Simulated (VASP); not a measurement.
# NiO2 (P-3m1) in VASP: notebook

NiO2 is run at these levels: LDA; tasks: single point.

Program: VASP 6.6.1. These are calculated values, not measurements. Logs are shortened: lines on timing, memory, paths and dates and some standing lists are left out, and cuts for length are marked.

**1. The cell of the first run**

The structure is trigonal, space group P-3m1 (No. 164). Conventional cell: a = 2.894 Å, b = 2.894 Å, c = 3.833 Å, α = 90.00°, β = 90.00°, γ = 120.00°. Ni (site symmetry -3m) has 6 O at 1.81 Å within 2.4 Å. O (site symmetry 3m) has 3 Ni at 1.81 Å and 3 O at 2.18 Å within 2.4 Å.

**2. Single point, LDA (c/a of the conventional cell at fixed volume 1.3245)**

Contents of INCAR:

```
  PREC = Accurate
  ENCUT = 600
  EDIFF = 1E-6
  ISMEAR = 0
  SIGMA = 0.05
  LREAL = False
  LASPH = True
  NELM = 120
  ALGO = Normal
  ISIF = 2
  LWAVE = False
  LCHARG = False
  NBANDS = 22
  GGA_COMPAT = False
```

Contents of KPOINTS:

```
regular mesh
0
Gamma
  12 12 6
```

Contents of POSCAR:

```
NiO2
1.0
    2.8940625823      0.0000000000      0.0000000000
   -1.4470312911      2.5063317164      0.0000000000
    0.0000000000      0.0000000000      3.8331858902
Ni O
1 2
Direct
    0.0000000000      0.0000000000      0.5000000000
    0.6666666667      0.3333333333      0.6829609091
    0.3333333333      0.6666666667      0.3170390909
```

Potentials or basis: VASP PAW LDA potentials, release 64 (Ni_sv_GW, O).

Launch:

```
$ cat potpaw_LDA.64/Ni_sv_GW/POTCAR potpaw_LDA.64/O/POTCAR > POTCAR
$ mpirun -np 1 vasp_std > vasp.out
```

OUTCAR:

```text
PREC = Accurate
   ENCUT = 600
   EDIFF = 1E-6
   ISMEAR = 0
   LREAL = False
   LASPH = True
   NELM = 120
   ISIF = 2

 ion  position               nearest neighbor table
   1  0.000  0.000  0.500-   2 1.81   3 1.81   3 1.81   2 1.81   2 1.81   3 1.81
   2  0.667  0.333  0.683-   1 1.81   1 1.81   1 1.81
   3  0.333  0.667  0.317-   1 1.81   1 1.81   1 1.81

  LATTYP: Found a hexagonal cell.
 ALAT       =     2.8940625823
 C/A-ratio  =     1.3245000000

  Lattice vectors:

 A1 = (   2.8940625823,   0.0000000000,   0.0000000000)
 A2 = (  -1.4470312911,   2.5063317164,   0.0000000000)
 A3 = (   0.0000000000,   0.0000000000,   3.8331858902)

Analysis of symmetry for initial positions (statically):
=====================================================================
 Subroutine PRICEL returns:
 Original cell was already a primitive cell.

 Routine SETGRP: Setting up the symmetry group for a
 hexagonal supercell.

 Subroutine GETGRP returns: Found 12 space group operations
 (whereof 12 operations were pure point group operations)
 out of a pool of 24 trial point group operations.

The static configuration has the point symmetry D_3d.

Analysis of symmetry for dynamics (positions and initial velocities):
=====================================================================
 Subroutine PRICEL returns:
 Original cell was already a primitive cell.

 Routine SETGRP: Setting up the symmetry group for a
 hexagonal supercell.

 Subroutine GETGRP returns: Found 12 space group operations
 (whereof 12 operations were pure point group operations)
 out of a pool of 24 trial point group operations.

The dynamic configuration has the point symmetry D_3d.

 Subroutine INISYM returns: Found 12 space group operations
 (whereof 12 operations are pure point group operations),
 and found     1 'primitive' translations

----------------------------------------------------------------------------------------

                                     Primitive cell

  volume of cell :      27.8039

  direct lattice vectors                    reciprocal lattice vectors
     2.894062582  0.000000000  0.000000000     0.345535030  0.199494742  0.000000000
    -1.447031291  2.506331716  0.000000000     0.000000000  0.398989485  0.000000000
     0.000000000  0.000000000  3.833185890     0.000000000  0.000000000  0.260879600

  length of vectors
     2.894062582  2.894062582  3.833185890     0.398989485  0.398989485  0.260879600

  position of ions in fractional coordinates (direct lattice)
[... 74 lines left out ...]
   ICHARG =      2    charge: 1-file 2-atom 10-const
   ISPIN  =      1    spin polarized calculation?
   LNONCOLLINEAR =      F non collinear calculations
   LSORBIT =      F    spin-orbit coupling
   LASPH  =      T    aspherical Exc in radial PAW
   ENCUT  =  600.0 eV  44.10 Ry    6.64 a.u.   5.78  5.78  7.66*2*pi/ulx,y,z
   NELM   =    120;   NELMIN=  2; NELMDL= -5     # of ELM steps
   EDIFF  = 0.1E-05   stopping-criterion for ELM
   LREAL  =      F    real-space projection
   EDIFFG = 0.1E-04   stopping-criterion for IOM
   NSW    =      0    number of steps for IOM
   IBRION =     -1    ionic relax: 0-MD 1-quasi-New 2-CG
   NFREE  =      0    steps in history (QN), initial steepest desc. (CG)
   ISIF   =      2    stress and relaxation
   ISYM   =      2    0-nonsym 1-usesym 2-fastsym
   POTIM  = 0.5000    time-step for ionic-motion
   TEBEG  =    0.0;   TEEND  =   0.0 temperature during run
   PSTRESS=    0.0 pullay stress
   NELECT =      30.0000    total number of electrons
   NUPDOWN=      -1.0000    fix difference up-down
   EMIN   =  10.00;   EMAX   =-10.00  energy-range for DOS
   EFERMI =   0.00;   METHOD = LEGACY
   ISMEAR =     0;   SIGMA  =   0.05  broadening in eV -4-tet -1-fermi 0-gaus
   EFERMI_NEDOS =   21; number of points for ismear=-14 and -15
   IALGO  =     38    algorithm
   IMIX   =      4    mixing-type and parameters
     AMIX     =   0.40;   BMIX     =  1.00
     AMIX_MAG =   1.60;   BMIX_MAG =  1.00
  volume/ion in A,a.u.               =       9.27        62.54
  Fermi-wavevector in a.u.,A,eV,Ry     =   1.679113  3.173063 38.360522  2.819419
  Thomas-Fermi vector in A             =   2.763082
   LORBIT       =      0    0 simple, 1 ext, 2 COOP (PROOUT), +10 PAW based schemes
   GGA     = CA    functional components
   LHFCALC =     F    Hartree Fock is set to
   AEXX    =    0.0000 exact exchange contribution
   IVDW    =     0    specifies the selected vdW correction
   LEPSILON=     F    determine dielectric tensor
   LRPA    =     F    only Hartree local field effects (RPA)
 non-spin polarized calculation
 Gauss-broadening in eV      SIGMA  =   0.05
  energy-cutoff  :      600.00
  volume of cell :       27.80
 maximum number of plane-waves:       945
   NGX = 11   NGY = 11   NGZ = 15

 number of electron      29.9999998 magnetization

 Free energy of the ion-electron system (eV)
  ---------------------------------------------------
  ext. energy  EPLUGINS =         0.00000000
  ---------------------------------------------------
  free energy    TOTEN  =       -20.47311348 eV

  energy without entropy =      -20.47311348  energy(sigma->0) =      -20.47311348

 E-fermi :   4.0197     XC(G=0): -12.4037

 val. band max:        3.8123066941   @ k =   0.0000   0.0000   0.5000
 cond. band min:       4.2240131348   @ k =   0.3333  -0.0000   0.1667
 fundamental gap:      0.4117064408
 Fermi energy:         4.0196658431

 k-point     1 :       0.0000    0.0000    0.0000
  band No.  band energies     occupation
      1     -99.8009      2.00000
      2     -61.0432      2.00000
      3     -61.0432      2.00000
      4     -60.2337      2.00000
      5     -17.2838      2.00000
      6     -12.7187      2.00000
[... 589 lines left out ...]
     21      21.9541      0.00000
     22      22.7846      0.00000

 [... further k-points ...]
[... 5 lines left out ...]
  --------------------------------------------------------------------------------------
  -------------------------------------------------------------------------------------
  Total        1.6228981      1.6228981      3.8290784      0.0000000      0.0000000     -0.0000000
  in kB       93.5180577     93.5180577    220.6472366      0.0000000      0.0000000     -0.0000000
  external PRESSURE =     135.8944507 kB  Pullay stress =       0.0000000 kB

 VOLUME and BASIS-vectors are now :
 -----------------------------------------------------------------------------
  energy-cutoff  :      600.00
  volume of cell :       27.80
      direct lattice vectors                 reciprocal lattice vectors
     2.894062582  0.000000000  0.000000000     0.345535030  0.199494742  0.000000000
    -1.447031291  2.506331716  0.000000000     0.000000000  0.398989485  0.000000000
     0.000000000  0.000000000  3.833185890     0.000000000  0.000000000  0.260879600

 POSITION                                       TOTAL-FORCE (eV/Angst)
 -----------------------------------------------------------------------------------
      0.00000      0.00000      1.91659        -0.000000      0.000000      0.000000
      1.44703      0.83544      2.61792        -0.000000     -0.000000      2.985933
     -0.00000      1.67089      1.21527         0.000000      0.000000     -2.985933
 -----------------------------------------------------------------------------------
    total drift:                                0.000000      0.000000      0.000000

  FREE ENERGIE OF THE ION-ELECTRON SYSTEM (eV)
  ---------------------------------------------------
  free  energy   TOTEN  =       -20.4731134802 eV

  energy  without entropy=      -20.4731134802  energy(sigma->0) =      -20.47311348
```

OSZICAR:

```text
N       E                     dE             d eps       ncg     rms          rms(c)
DAV:   1     0.293472119172E+03    0.29347E+03   -0.20821E+04  7342   0.466E+03
DAV:   2    -0.177359682727E+02   -0.31121E+03   -0.29486E+03  7032   0.104E+03
DAV:   3    -0.345672680033E+02   -0.16831E+02   -0.16706E+02  7116   0.255E+02
DAV:   4    -0.349064781598E+02   -0.33921E+00   -0.33902E+00  6072   0.227E+01
DAV:   5    -0.349168566022E+02   -0.10378E-01   -0.10376E-01  5762   0.346E+00    0.303E+01
DAV:   6    -0.427065835071E+02   -0.77897E+01   -0.27632E+02  6478   0.790E+02    0.378E+01
DAV:   7    -0.205065275505E+02    0.22200E+02   -0.72347E+01  6678   0.696E+02    0.557E+00
DAV:   8    -0.205081524950E+02   -0.16249E-02   -0.32816E+00  7242   0.351E+01    0.264E+00
DAV:   9    -0.204756612444E+02    0.32491E-01   -0.64321E-02  6804   0.904E+00    0.938E-01
DAV:  10    -0.204735225130E+02    0.21387E-02   -0.16165E-02  7112   0.586E+00    0.205E-01
DAV:  11    -0.204732816462E+02    0.24087E-03   -0.51806E-03  7136   0.436E+00    0.138E-01
DAV:  12    -0.204731956871E+02    0.85959E-04   -0.22351E-03  6736   0.317E+00    0.921E-02
DAV:  13    -0.204731300911E+02    0.65596E-04   -0.79413E-04  6918   0.182E+00    0.395E-02
DAV:  14    -0.204731135963E+02    0.16495E-04   -0.78621E-05  6944   0.525E-01    0.234E-03
DAV:  15    -0.204731134802E+02    0.11607E-06   -0.25118E-06  4154   0.670E-02
   1 F= -.20473113E+02 E0= -.20473113E+02  d E =-.139158E-10
```

stdout:

```text
POSCAR found type information on POSCAR NiO
 POSCAR found :  2 types and       3 ions
 scaLAPACK will be used
 LDA part: xc-table for (Slater(with rela. corr.)+CA(PZ))
 , standard interpolation
 POSCAR, INCAR and KPOINTS ok, starting setup
 FFT: planning ... GRIDC
 FFT: planning ... GRID_SOFT
 FFT: planning ... GRID
 WAVECAR not read
 entering main loop
```

Wall time 2.4 min (1 thread of AMD EPYC 7R43 (Zen 3), shared host); peak memory 0.16 GiB.

Results:

- Free energy: -20.4731 eV
- Pressure: 13.6 GPa
- Largest force: 2.986 eV/Å
- Band gap on the k mesh: 0.41 eV, indirect (least direct gap 0.69 eV)

Forces on the atoms (eV/Å):
```
Ni   0.000  0.000  0.000
O    0.000  0.000  2.986
O    0.000  0.000 -2.986
```

Caveat: forces of over 1 eV/Å act on the atoms, so gaps and moduli don't describe the material at rest. A k mesh can miss the band edges.

**3. Single point, LDA (c/a of the conventional cell at fixed volume 1.5884)**

Contents of INCAR:

```
SYSTEM = NiO2
ALGO     = Normal         ! electronic algorithm
EDIFF    = 1E-6           ! SCF threshold, eV
ENCUT    = 600            ! plane-wave cutoff, eV
GGA      = CA             ! functional
GGA_COMPAT= .False.      
ISIF     = 2              ! what is computed and relaxed
ISMEAR   = 0              ! smearing method
LASPH    = .True.         ! aspherical terms in the spheres
LCHARG   = .False.        ! write CHGCAR
LREAL    = .False.        ! projectors in reciprocal space
LWAVE    = .False.        ! write WAVECAR
NBANDS   = 22             ! bands
NELM     = 120            ! most SCF steps
PREC     = Accurate       ! precision mode
SIGMA    = 0.05           ! smearing width, eV
```

Contents of KPOINTS:

```
k-points
0
Gamma
  12 12 6
  0 0 0
```

Contents of POSCAR:

```
NiO2
1.0
    2.7239885620      0.0000000000      0.0000000000
   -1.3619942810      2.3590432943      0.0000000000
    0.0000000000      0.0000000000      4.3267834318
Ni O
1 2
Direct
    0.0000000000      0.0000000000      0.5000000000
    0.6666666667      0.3333333333      0.7067356968
    0.3333333333      0.6666666667      0.2932643032
```

Potentials or basis: VASP PAW LDA potentials, release 64 (Ni_sv_GW, O).

Launch:

```
$ cat potpaw_LDA.64/Ni_sv_GW/POTCAR potpaw_LDA.64/O/POTCAR > POTCAR
$ mpirun -np 1 vasp_std > vasp.out
```

OUTCAR:

```text
SYSTEM = NiO2
   EDIFF = 1E-6
   ENCUT = 600
   GGA = CA
   ISIF = 2
   ISMEAR = 0
   LASPH = .True.
   LREAL = .False.
   NELM = 120
   PREC = Accurate

 ion  position               nearest neighbor table
   1  0.000  0.000  0.500-   2 1.81   3 1.81   3 1.81   2 1.81   2 1.81   3 1.81
   2  0.667  0.333  0.707-   1 1.81   1 1.81   1 1.81
   3  0.333  0.667  0.293-   1 1.81   1 1.81   1 1.81

  LATTYP: Found a hexagonal cell.
 ALAT       =     2.7239885620
 C/A-ratio  =     1.5884000000

  Lattice vectors:

[... 195 lines left out ...]
      6     -13.8934      2.00000
[... 589 lines left out ...]
     21      21.1998      0.00000
     22      24.0112      0.00000

 [... further k-points ...]
[... 5 lines left out ...]
  --------------------------------------------------------------------------------------
  -------------------------------------------------------------------------------------
  Total        2.5086657      2.5086657      1.4349771      0.0000000      0.0000000      0.0000000
  in kB      144.5596273    144.5596273     82.6892807      0.0000000      0.0000000      0.0000000
  external PRESSURE =     123.9361785 kB  Pullay stress =       0.0000000 kB

 VOLUME and BASIS-vectors are now :
 -----------------------------------------------------------------------------
  energy-cutoff  :      600.00
  volume of cell :       27.80
      direct lattice vectors                 reciprocal lattice vectors
     2.723988562  0.000000000  0.000000000     0.367108737  0.211950328  0.000000000
    -1.361994281  2.359043294  0.000000000     0.000000000  0.423900656  0.000000000
     0.000000000  0.000000000  4.326783432     0.000000000  0.000000000  0.231118570

 POSITION                                       TOTAL-FORCE (eV/Angst)
 -----------------------------------------------------------------------------------
      0.00000      0.00000      2.16339         0.000000      0.000000      0.000000
      1.36199      0.78635      3.05789        -0.000000     -0.000000      1.095544
     -0.00000      1.57270      1.26889         0.000000      0.000000     -1.095544
 -----------------------------------------------------------------------------------
    total drift:                                0.000000     -0.000000      0.000000

  FREE ENERGIE OF THE ION-ELECTRON SYSTEM (eV)
  ---------------------------------------------------
  free  energy   TOTEN  =       -21.0073354315 eV

  energy  without entropy=      -21.0073354315  energy(sigma->0) =      -21.00733543
```

stdout:

```text
POSCAR found type information on POSCAR NiO
 POSCAR found :  2 types and       3 ions
 scaLAPACK will be used
 LDA part: xc-table for (Slater(with rela. corr.)+CA(PZ))
 , standard interpolation
 POSCAR, INCAR and KPOINTS ok, starting setup
 FFT: planning ... GRIDC
 FFT: planning ... GRID_SOFT
 FFT: planning ... GRID
 WAVECAR not read
 entering main loop
```

Wall time 70 s (1 thread of AMD EPYC 7R43 (Zen 3), shared host); peak memory 0.17 GiB.

What came out:

| Item | Value |
| --- | --- |
| Free energy | -21.0073 eV |
| Pressure | 12.4 GPa |
| Largest force | 1.096 eV/Å |
| Band gap on the k mesh | 0.89 eV, indirect (least direct gap 1.20 eV) |

Forces in eV/Å, atoms in the order of the input:
```
Ni   0.000  0.000  0.000
O    0.000  0.000  1.096
O    0.000  0.000 -1.096
```

Caveat: forces of over 1 eV/Å act on the atoms, so gaps and moduli don't describe the material at rest. A k mesh can miss the band edges.

**4. Single point, LDA (c/a of the conventional cell at fixed volume 1.4565)**

Contents of INCAR:

```
  PREC = Accurate
  ENCUT = 600
  EDIFF = 1E-6
  ISMEAR = 0
  SIGMA = 0.05
  LREAL = F
  LASPH = T
  NELM = 120
  ALGO = Normal
  ISIF = 2
  LWAVE = F
  LCHARG = T
  LELF = T
  LVHAR = T
  NBANDS = 22
  GGA_COMPAT = F
```

Contents of KPOINTS:

```
regular mesh
0
Gamma
  12 12 6
```

Contents of POSCAR:

```
NiO2
1.0
    2.8038519370      0.0000000000      0.0000000000
   -1.4019259685      2.4282070059      0.0000000000
    0.0000000000      0.0000000000      4.0838103463
Ni O
1 2
Direct
    0.0000000000      0.0000000000      0.5000000000
    0.6666666667      0.3333333333      0.7542852723
    0.3333333333      0.6666666667      0.2457147277
```

Launch:

```
$ cat potpaw_LDA.64/Ni_sv_GW/POTCAR potpaw_LDA.64/O/POTCAR > POTCAR
$ mpirun -np 1 vasp_std > vasp.out
```

Wall time 63 s (1 thread of Intel Xeon 6975P-C (Granite Rapids), shared host); peak memory 0.2 GiB.

The run converged. Its results:

```yaml
Free_energy: -20.7563 eV
Pressure: -22.3 GPa
Largest_force: 2.276 eV/Å
Band_gap_on_the_k_mesh: 0.41 eV, indirect (least direct gap 0.49 eV)
```

Forces in eV/Å, atoms in the order of the input:
```
Ni   0.000  0.000  0.000
O    0.000  0.000 -2.276
O    0.000  0.000  2.276
```

Stress tensor (GPa, compression positive):
```
-20.41   0.00   0.00
  0.00 -20.41   0.00
  0.00   0.00 -26.22
```

Levels at points of the mesh, in eV from the valence-band top:
| k point | band 12 | band 13 | band 14 | band 15 | band 16 | band 17 | band 18 | band 19 |
| --- | --- | --- | --- | --- | --- | --- | --- | --- |
| (0.00, 0.00, 0.00) | -1.07 | -1.07 | -0.90 | -0.17 | 1.51 | 1.51 | 7.22 | 10.48 |
| (0.50, 0.00, 0.00) | -2.84 | -1.82 | -1.66 | -1.03 | 1.14 | 1.75 | 11.64 | 12.37 |
| (0.00, 0.00, 0.50) | -2.16 | -1.34 | -1.34 | -0.34 | 1.77 | 1.77 | 9.19 | 10.16 |
| (0.50, 0.00, 0.50) | -1.93 | -1.67 | -1.36 | -1.16 | 1.28 | 1.32 | 10.87 | 12.12 |

Caveat: forces of over 1 eV/Å act on the atoms, so gaps and moduli don't describe the material at rest.

**5. The runs side by side**

| cell | gap on the mesh (eV) | pressure (GPa) | largest force (eV/Å) |
| --- | --- | --- | --- |
| a = 2.894, b = 2.894, c = 3.833 Å, angles 90.0, 90.0, 120.0°, 3 atoms | 0.41 | 13.6 | 2.99 |
| a = 2.724, b = 2.724, c = 4.327 Å, angles 90.0, 90.0, 120.0°, 3 atoms | 0.89 | 12.4 | 1.10 |
| a = 2.804, b = 2.804, c = 4.084 Å, angles 90.0, 90.0, 120.0°, 3 atoms | 0.41 | -22.3 | 2.28 |

Alike in all rows: task single point; level LDA; potentials or basis VASP PAW LDA potentials, release 64 (Ni_sv_GW, O); no spin polarisation; k mesh 12 × 12 × 6; cutoff (eV) 600; smearing gaussian 0.05 eV.

Caveats: forces of over 1 eV/Å act on the atoms, so gaps and moduli don't describe the material at rest.

Total energies depend on the potentials used, so only differences within one code and one set of settings carry meaning.
